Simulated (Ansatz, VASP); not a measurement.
**One calculation of GaAs, two programs**

```
Ga As
1.0
     0.00000    2.71917    2.89573
     2.71917    0.00000    2.89573
     2.71917    2.71917    0.00000
Ga As
1 1
Direct
  0.00000 0.00000 0.00000
  0.25000 0.25000 0.25000
```

Change from the starting cell: strained cell.

Alike in both runs: functional PBEsol; k mesh 10 × 10 × 10; occupations gaussian, width 0.02 eV; no spin polarisation.

Ansatz relaxed the structure, and its values are those at the end. VASP's run is a single point on that final structure, the one shown.

|  | VASP | Ansatz |
| --- | --- | --- |
| version | VASP 6.6.1 | Ansatz 0.2.0 |
| potentials or method | VASP PAW PBE potentials, release 64 (Ga_d, As), cutoff 500 eV | scalar-relativistic, plane waves, PAW |
| valence electrons in the cell | 18 | 28 |

Ansatz gave:

* gap on the k mesh at the Fermi level (eV): 0.68
* least direct gap on the mesh (eV): 0.68
* pressure (GPa): 4.4

Task: Estimate VASP's values.

Result: gap on the k mesh at the Fermi level (eV): 0.69; least direct gap on the mesh (eV): 0.69; pressure (GPa): 4.6.

VASP's potentials were made for PBE, not for PBEsol. VASP's potentials hold 18 valence electrons a cell and Ansatz's 28, so a difference there can come from the potentials and not from the codes. Ansatz's warnings: stress scf threshold loose.
